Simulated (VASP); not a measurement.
Crystal: Sr.

```
CELL_PARAMETERS angstrom
6.82751 0.00000 0.00000
-3.41376 5.91280 0.00000
0.00000 0.00000 4.18527
ATOMIC_POSITIONS crystal
Sr 0.00000 0.00000 0.00000
Sr 0.33333 0.66667 0.50000
Sr 0.66667 0.33333 0.50000
```

This isn't the form of Sr at room conditions, which is fcc.

| Quantity | Value |
| --- | --- |
| Program | VASP 6.6.1 |
| Task | relaxation of cell and atoms |
| Functional | LDA |
| Potentials or basis | VASP PAW LDA potentials, release 64 (Sr_sv) |
| Cutoff | 600 eV |
| k mesh | 6 × 6 × 8 |
| Occupations | fermi-dirac, width 0.1 eV |
| Spin | no spin polarisation |

At the start: pressure -1.4 GPa; volume 56.32 Å³/atom.

Q: How do energy, volume and symmetry change on relaxing?

A: Over 7 steps the energy falls by 39.2 meV/atom and the volume is 48.83 Å³/atom (-13.3 %); space group P6/mmm (No. 191, to 0.1 Å) before and after.

The path:
```csv
step,energy change (eV),largest force (eV/Å),pressure (GPa),volume (Å³)
1,0.0000,0.0000,-1.42,168.96
2,-0.0857,0.0000,-0.78,157.05
3,-0.1147,0.0000,-0.09,147.64
4,-0.1154,0.0000,0.04,145.99
5,-0.1153,0.0000,0.00,146.43
6,-0.1171,0.0000,-0.01,146.47
7,-0.1175,0.0000,-0.02,146.49
```

Final structure:
```
CELL_PARAMETERS angstrom
6.57897 0.00000 0.00000
-3.28948 5.69755 0.00000
0.00000 0.00000 3.90815
ATOMIC_POSITIONS crystal
Sr 0.00000 0.00000 0.00000
Sr 0.33333 0.66667 0.50000
Sr 0.66667 0.33333 0.50000
```
